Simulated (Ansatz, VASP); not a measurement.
# Na in VASP and in Ansatz

```xyz
2
Lattice="3.7315 0.0000 0.0000 -1.8658 3.2316 0.0000 0.0000 0.0000 5.9800" Properties=species:S:1:pos:R:3 pbc="T T T"
Na    0.0000    2.1544    1.4950
Na    1.8658    1.0772    4.4850
```

Alike in both runs: functional PBEsol; k mesh 6 × 6 × 4; occupations gaussian, width 0.1 eV; no spin polarisation.

Ansatz relaxed the structure, and its values are those at the end. VASP's run is a single point on that final structure, the one shown.

|  | VASP | Ansatz |
| --- | --- | --- |
| version | VASP 6.6.1 | Ansatz 0.2.0 |
| potentials or method | VASP PAW PBE potentials, release 64 (Na_pv), cutoff 520 eV | scalar-relativistic, plane waves, PAW |
| valence electrons in the cell | 14 | 18 |

```tsv
	VASP	Ansatz	Ansatz less VASP
gap on the k mesh at the Fermi level (eV)	none	none	-
pressure (GPa)	0.1	0.1	-0.02
```

VASP's potentials were made for PBE, not for PBEsol. A gap of «none» marks a metal or a gap that the smearing closes. With one functional, cell and mesh, what is left measures potentials, basis and numerics. VASP's potentials hold 14 valence electrons a cell and Ansatz's 18, so a difference there can come from the potentials and not from the codes.
